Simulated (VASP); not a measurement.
NaI: single point with LDA

NaI:

```xyz
2
Lattice="0.0000 3.2364 3.2364 3.2364 0.0000 3.2364 3.2364 3.2364 0.0000" Properties=species:S:1:pos:R:3 pbc="T T T"
I     3.2364    3.2364    3.2364
Na    0.0000    0.0000    0.0000
```

| Quantity | Value |
| --- | --- |
| Program | VASP 6.6.1 |
| Task | single point |
| Functional | LDA |
| Potentials or basis | VASP PAW LDA potentials, release 64 (I, Na_pv) |
| Cutoff | 520 eV |
| k mesh | 4 × 4 × 4 |
| Occupations | fermi-dirac, width 0.05 eV |
| Spin | no spin polarisation |
| Dipole correction | no |
| Further INCAR settings | ALGO = Normal; EDIFF = 1e-06; NBANDS = 14 |

- Pressure: -1.6 GPa
- Band gap on the k mesh: 3.34 eV, direct

Levels at points of the mesh, in eV from the valence-band top:
| k point | band 3 | band 4 | band 5 | band 6 | band 7 | band 8 | band 9 | band 10 | band 11 | band 12 |
| --- | --- | --- | --- | --- | --- | --- | --- | --- | --- | --- |
| (0.00, 0.00, 0.00) | -22.40 | -11.08 | 0.00 | 0.00 | 0.00 | 3.34 | 7.79 | 7.79 | 7.79 | 9.66 |
| (0.50, 0.00, 0.00) | -22.40 | -10.76 | -2.25 | -0.29 | -0.29 | 4.86 | 7.27 | 7.27 | 8.47 | 10.05 |
| (0.50, 0.50, 0.00) | -22.40 | -10.69 | -1.96 | -0.76 | -0.76 | 4.26 | 5.37 | 9.61 | 11.02 | 11.02 |

It took 5.7 s on 1 thread of AMD EPYC 7R13 Processor (Zen 3), on a shared host, peak memory 0.14 GiB.

Caveat: the k points lie up to 0.42 Å⁻¹ apart; spin-orbit coupling is left out, which moves the levels of the heavy elements. As with any semilocal functional, this LDA gap is likely too small.
